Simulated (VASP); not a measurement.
## GaN: relaxation of cell and atoms with PBE

Crystal: GaN.

```xyz
4
Lattice="3.1800 0.0000 0.0000 -1.5900 2.7540 0.0000 0.0000 0.0000 5.1660" Properties=species:S:1:pos:R:3 pbc="T T T"
Ga    0.0000    1.8360    0.0000
Ga    1.5900    0.9180    2.5830
N     0.0000    1.8360    1.9373
N     1.5900    0.9180    4.5203
```

```yaml
Program: VASP 6.6.1
Task: relaxation of cell and atoms
Functional: PBE
Potentials_or_basis: VASP PAW PBE potentials, release 64 (Ga_d, N)
Cutoff: 600 eV
k_mesh: 12 × 12 × 6
Occupations: gaussian, width 0.02 eV
Spin: no spin polarisation
Dipole_correction: no
Further_INCAR_settings: ALGO = Normal; EDIFF = 1e-06; IBRION = 2; EDIFFG = -0.005; NSW = 100; ISIF = 3
```

```
Relaxed volume                        : 11.76 Å³/atom
Relaxed cell                          : a = 3.218 Å, b = 3.218 Å, c = 5.244 Å, α = 90.00°, β = 90.00°, γ = 120.00°
Space group after relaxing (to 0.1 Å) : P6_3mc (No. 186)
Energy gained by relaxing             : 10.1 meV/atom
Ionic steps                           : 10
Pressure after relaxing               : 0.0 GPa
Band gap on the k mesh                : 1.71 eV
```

The path:
```
step  energy change (eV)  largest force (eV/Å)  pressure (GPa)  volume (Å³)
   1              0.0000                0.1347            7.17        45.24
   2             -0.0120                0.0620           -5.25        48.63
   3             -0.0402                0.0105           -0.03        47.03
   4             -0.0402                0.0127            0.13        47.00
   5             -0.0403                0.0073            0.09        47.00
   6             -0.0403                0.0046            0.10        47.00
   7             -0.0403                0.0016           -0.09        47.05
   8             -0.0403                0.0022            0.15        47.03
   9             -0.0403                0.0003           -0.13        47.04
  10             -0.0403                0.0014           -0.04        47.03
```

Final structure:
```cif
data_structure
_symmetry_space_group_name_H-M 'P 1'
_symmetry_Int_Tables_number 1
_cell_length_a 3.2181
_cell_length_b 3.2181
_cell_length_c 5.2442
_cell_angle_alpha 90.000
_cell_angle_beta 90.000
_cell_angle_gamma 120.000
_cell_volume 47.03
loop_
_atom_site_label
_atom_site_type_symbol
_atom_site_fract_x
_atom_site_fract_y
_atom_site_fract_z
_atom_site_occupancy
Ga1 Ga 0.33333 0.66667 0.99917 1
Ga2 Ga 0.66667 0.33333 0.49917 1
N1 N 0.33333 0.66667 0.37583 1
N2 N 0.66667 0.33333 0.87583 1
```

Levels at points of the mesh, in eV from the valence-band top:
```
           k point  band 15  band 16  band 17  band 18  band 19  band 20  band 21  band 22
(0.00, 0.00, 0.00)    -1.00    -0.04     0.00     0.00     1.71     4.07     9.02     9.73
(0.50, 0.00, 0.00)    -4.07    -2.64    -2.12    -0.96     4.98     5.37     5.98     8.34
(0.00, 0.00, 0.50)    -0.51    -0.51    -0.51    -0.51     4.06     4.06     8.31     8.31
(0.50, 0.00, 0.50)    -1.87    -1.87    -1.83    -1.83     4.31     4.31     7.58     7.58
```

It took 13 min on 1 thread of Intel Xeon 8259CL, with other jobs on the host, peak memory 0.24 GiB.

Expect the measured gap to be larger: semilocal functionals such as PBE lack the derivative discontinuity. Zero-point motion and thermal expansion aren't in these numbers.
